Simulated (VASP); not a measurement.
Crystal: TaAs.

```xyz
4
Lattice="3.7485 0.0000 0.0000 -1.8743 3.2463 0.0000 0.0000 0.0000 6.0031" Properties=species:S:1:pos:R:3 pbc="T T T"
Ta    0.0000    2.1642    0.0000
Ta    1.8743    1.0821    3.0016
As    0.0000    2.1642    2.2938
As    1.8743    1.0821    5.2954
```

- Program: VASP 6.6.1
- Task: relaxation of cell and atoms
- Functional: PBE
- Potentials or basis: VASP PAW PBE potentials, release 64 (Ta_pv, As)
- Cutoff: 600 eV
- k mesh: 6 × 6 × 4
- Occupations: gaussian, width 0.1 eV
- Spin: no spin polarisation

At the start: pressure 55.5 GPa; volume 18.26 Å³/atom.

Q: How do energy, volume and symmetry change on relaxing?

A: Over 27 steps the energy falls by 1179.7 meV/atom and the volume is 20.60 Å³/atom (+12.8 %); space group P6_3mc (No. 186, to 0.1 Å) before and after.

Step by step:
```tsv
step	energy change (eV)	largest force (eV/Å)	pressure (GPa)	volume (Å³)
1	0.0000	0.5254	55.49	73.05
2	1.7197	0.2126	-16.14	162.38
3	-3.3934	0.0137	-3.40	102.30
4	-3.4313	0.0160	-1.14	99.72
5	-3.4358	0.0161	0.10	98.46
6	-3.4350	0.0161	-0.45	99.02
7	-3.4421	0.3121	0.37	98.15
8	-3.4422	0.2911	0.33	98.21
9	-3.4507	0.3849	0.46	98.07
10	-3.4903	0.6377	0.80	97.64
11	-3.6189	0.9680	1.17	96.68
12	-3.9504	1.0616	0.96	94.33
13	-4.5912	0.1180	-2.60	88.17
14	-3.8501	3.2929	6.80	71.31
15	-4.5111	1.7218	-4.35	85.56
16	-4.5385	1.3589	-3.96	87.05
17	-4.5377	1.2843	-3.84	87.35
18	-4.5352	1.2118	-3.73	87.64
19	-4.5371	1.2229	-3.82	87.59
20	-4.5416	1.2571	-4.08	87.42
21	-4.5458	1.3296	-4.56	87.08
22	-4.5517	1.3068	-4.49	87.00
23	-4.5686	1.2382	-4.32	86.75
24	-4.5999	1.1011	-3.96	86.27
25	-4.6520	0.8269	-3.14	85.29
26	-4.7122	0.2782	-1.15	83.34
27	-4.7189	0.0115	0.02	82.39
```

Final structure:
```yaml
crystal:
  lattice:
    - [3.35287, 0.00000, 0.00000]
    - [-1.67644, 2.90367, 0.00000]
    - [0.00000, 0.00000, 8.46299]
  atoms:
    - { symbol: Ta, position: [0.33333, 0.66667, 0.04101] }
    - { symbol: Ta, position: [0.66667, 0.33333, 0.54101] }
    - { symbol: As, position: [0.33333, 0.66667, 0.34109] }
    - { symbol: As, position: [0.66667, 0.33333, 0.84109] }
```

Caveat: a cell axis changed by over 15 % at a fixed basis, so the end point is rough.
